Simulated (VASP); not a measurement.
Input of a VASP 6.6.1 run:

INCAR

```
SYSTEM = C
ALGO     = Normal         ! electronic algorithm
EDIFF    = 1E-6           ! SCF threshold, eV
ENCUT    = 520            ! plane-wave cutoff, eV
GGA      = PE             ! functional
ISIF     = 2              ! what is computed and relaxed
ISMEAR   = 0              ! smearing method
IVDW     = 12             ! dispersion correction
LASPH    = .TRUE.         ! aspherical terms in the spheres
LCHARG   = .TRUE.         ! write CHGCAR
LELF     = .TRUE.         ! ELF
LREAL    = .FALSE.        ! projectors in reciprocal space
LVHAR    = .TRUE.       
LWAVE    = .FALSE.        ! write WAVECAR
NBANDS   = 11             ! bands
NELM     = 80             ! most SCF steps
PREC     = Accurate       ! precision mode
SIGMA    = 0.05           ! smearing width, eV
```

The input KPOINTS:

```
k-points
0
G
  15 15 15
  0 0 0
```

The input POSCAR:

```
C
1.0
    1.2324809262      0.7115731945      3.3609366220
   -1.2324809262      0.7115731945      3.3609366220
    0.0000000000     -1.4231463891      3.3609366220
C
2
Direct
    0.1806937434      0.1806937434      0.1596136913
    0.8193062566      0.8193062566      0.8403863087
```

Potentials or basis: VASP PAW PBE potentials, release 64 (C).

Command:

```bash
$ cat potpaw_PBE.64/C/POTCAR > POTCAR
$ mpirun -np 1 vasp_std > vasp.out
```

Task: What does it give for the pressure?

Result: 0.8 GPa.

Task: Estimate the dispersion energy per atom.

Result: -0.156 eV.

Task: Estimate the largest force.

Result: 3.670 eV/Å.

Forces on the atoms (eV/Å):
```
C    0.000 -2.851 -2.311
C    0.000  2.851  2.311
```

Caveat: the cell differs from its parent crystal (atoms displaced along a vibrational mode); forces of over 1 eV/Å act on the atoms, so gaps and moduli don't describe the material at rest.
